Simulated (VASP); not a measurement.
Write the native input for VASP 6.6.1 that does the following.

```
Task                   : relaxation of the atoms
Functional             : PBE
Potentials or basis    : VASP PAW PBE potentials, release 64 (Mg, O)
Cutoff                 : 520 eV
k mesh                 : 2 × 2 × 2
Occupations            : gaussian, width 0.05 eV
Spin                   : no spin polarisation
Dipole correction      : no
Further INCAR settings : LREAL = Auto; ALGO = Normal; EDIFF = 1e-07; IBRION = 2; EDIFFG = -0.03; NSW = 80
```

The structure of Mg9O8 (a cell with a defect) lies in POSCAR:

```
Mg9O8
1.0
    0.0000000000      4.3915000000      4.3915000000
    4.3915000000      0.0000000000      4.3915000000
    4.3915000000      4.3915000000      0.0000000000
Mg O
9 8
Direct
    0.0000000000      0.0000000000      0.0000000000
    0.0000000000      0.0000000000      0.5000000000
    0.0000000000      0.5000000000      0.0000000000
    0.0000000000      0.5000000000      0.5000000000
    0.5000000000      0.0000000000      0.0000000000
    0.5000000000      0.0000000000      0.5000000000
    0.5000000000      0.5000000000      0.0000000000
    0.5000000000      0.5000000000      0.5000000000
    0.3740378000      0.3741265000      0.3808565000
    0.2500000000      0.2500000000      0.2500000000
    0.2500000000      0.2500000000      0.7500000000
    0.2500000000      0.7500000000      0.2500000000
    0.2500000000      0.7500000000      0.7500000000
    0.7500000000      0.2500000000      0.2500000000
    0.7500000000      0.2500000000      0.7500000000
    0.7500000000      0.7500000000      0.2500000000
    0.7500000000      0.7500000000      0.7500000000
```

The input as run:

INCAR

```
SYSTEM = Mg9O8
ALGO = Normal
EDIFF = 1E-7
EDIFFG = -0.03
ENCUT = 520
GGA = PE
IBRION = 2
ISIF = 2
ISMEAR = 0
LASPH = .TRUE.
LCHARG = .FALSE.
LREAL = Auto
LWAVE = .FALSE.
NELM = 60
NSW = 80
PREC = Accurate
SIGMA = 0.05
```

KPOINTS

```
k-points
0
G
  2 2 2
  0 0 0
```

Potentials or basis: VASP PAW PBE potentials, release 64 (Mg, O).

Launch:

```sh
$ cat potpaw_PBE.64/Mg/POTCAR potpaw_PBE.64/O/POTCAR > POTCAR
$ mpirun -np 1 vasp_std > vasp.out
```

Results of the run:

```yaml
Energy_gained_by_relaxing: 332.6 meV/atom
Ionic_steps: 13
Pressure_after_relaxing: 16.8 GPa
Largest_force_after_relaxing: 0.018 eV/Å
Band_gap_on_the_k_mesh: zero (bands 33 and 34 overlap by 0.48 eV)
```

Caveat: the k points lie up to 0.62 Å⁻¹ apart.

Wall time 11 min on 1 thread of Intel(R) Xeon(R) 6975P-C (Granite Rapids) (shared host), peak memory 0.34 GiB.
